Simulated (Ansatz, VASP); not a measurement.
## One calculation of AlNi, two programs

```
Al Ni
1.0
     2.04281   -1.73639    0.00000
     2.04281    1.73639    0.00000
     0.00000    0.00000    2.90114
Al Ni
1 1
Cartesian
  0.0000 0.0000 0.0000
  2.0428 0.0000 1.4506
```

Change from the starting cell: strain -0.1500 x Voigt [0, 1, 0, 0, 0, 0], atoms carried along.

Alike in both runs: task single point; functional PBE; k mesh 20 × 20 × 20; occupations gaussian, width 0.15 eV; no spin polarisation.

|  | VASP | Ansatz |
| --- | --- | --- |
| version | VASP 6.6.1 | Ansatz 0.2.0 |
| potentials or method | VASP PAW PBE potentials, release 64 (Al, Ni), cutoff 520 eV | scalar-relativistic, plane waves, PAW |
| valence electrons in the cell | 13 | 21 |

Ansatz gave:

- gap on the k mesh at the Fermi level (eV): none
- pressure (GPa): 41.1
- traceless stress, the component that is largest in VASP (GPa): 26.13

Task: Which values does VASP return?

Result: gap on the k mesh at the Fermi level (eV): none; pressure (GPa): 40.9; traceless stress, the component that is largest in VASP (GPa): 26.05.

A gap of «none» marks a metal or a gap that the smearing closes. Both programs put the cell under a high pressure, so it lies far from rest at this level. The functional is the same, so the differences come from potentials, cutoffs and numerics. VASP's potentials hold 13 valence electrons a cell and Ansatz's 21, so a difference there can come from the potentials and not from the codes.
